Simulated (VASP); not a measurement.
MnSi: single point with PBE+D4

Crystal: MnSi.

```
CELL_PARAMETERS angstrom
4.54800 0.00000 0.00000
0.00000 4.54800 0.00000
0.00000 0.00000 4.54800
ATOMIC_POSITIONS crystal
Mn 0.13800 0.13800 0.13800
Mn 0.36200 0.86200 0.63800
Mn 0.63800 0.36200 0.86200
Mn 0.86200 0.63800 0.36200
Si 0.84600 0.84600 0.84600
Si 0.65400 0.15400 0.34600
Si 0.34600 0.65400 0.15400
Si 0.15400 0.34600 0.65400
```

```yaml
Program: VASP 6.6.1
Task: single point
Functional: PBE
Dispersion: D4
Potentials_or_basis: VASP PAW PBE potentials, release 64 (Mn_pv, Si)
Cutoff: 520 eV
k_mesh: 6 × 6 × 6
Occupations: fermi-dirac, width 0.1 eV
Spin: collinear spin, ferromagnetic start
Starting_moments: "[2.8, 2.8, 2.8, 2.8, 0.0, 0.0, 0.0, 0.0] μB"
Dipole_correction: no
Further_INCAR_settings: ALGO = Normal; EDIFF = 1e-07; NBANDS = 48
```

```
Pressure                                              : -10.3 GPa
Largest force                                         : 0.221 eV/Å
Net moment                                            : 3.88 μB per cell
Site moments                                          : Mn +1.03; Si -0.05 μB
Valence electrons inside the program's atomic spheres : Mn 11.97; Si 1.63
Dispersion energy per atom                            : -0.456 eV
```

Forces in eV/Å, atoms in the order of the input:
```
Mn  -0.128 -0.128 -0.128
Mn   0.128  0.128 -0.128
Mn  -0.128  0.128  0.128
Mn   0.128 -0.128  0.128
Si  -0.059 -0.059 -0.059
Si   0.059  0.059 -0.059
Si  -0.059  0.059  0.059
Si   0.059 -0.059  0.059
```

Levels at points of the mesh, in eV from the Fermi level:
Spin up:
```csv
k point,band 33,band 34,band 35,band 36,band 37,band 38,band 39,band 40
"(0.00, 0.00, 0.00)",-0.39,-0.39,-0.33,-0.33,0.71,0.71,0.71,2.85
"(0.50, 0.00, 0.00)",-0.62,-0.62,-0.14,-0.14,0.25,0.25,1.75,1.75
"(0.50, 0.50, 0.00)",-1.04,-1.04,-0.59,-0.59,0.70,0.70,1.23,1.23
"(0.50, 0.50, 0.50)",-0.71,-0.71,-0.71,-0.71,0.55,0.55,0.55,0.55
```
Spin down:
| k point | band 29 | band 30 | band 31 | band 32 | band 33 | band 34 | band 35 | band 36 |
| --- | --- | --- | --- | --- | --- | --- | --- | --- |
| (0.00, 0.00, 0.00) | -1.39 | -1.39 | -1.39 | 0.63 | 0.63 | 0.63 | 0.95 | 0.95 |
| (0.50, 0.00, 0.00) | -1.17 | -1.17 | -0.42 | -0.42 | 0.57 | 0.57 | 0.86 | 0.86 |
| (0.50, 0.50, 0.00) | -0.60 | -0.60 | -0.50 | -0.50 | -0.27 | -0.27 | 0.57 | 0.57 |
| (0.50, 0.50, 0.50) | 0.06 | 0.06 | 0.06 | 0.06 | 0.21 | 0.21 | 0.21 | 0.21 |

It took 3.2 min on 1 thread of Intel(R) Xeon(R) Platinum 8488C (Sapphire Rapids), with other jobs on the host, peak memory 0.32 GiB.

Caveat: the cell stands under tension.
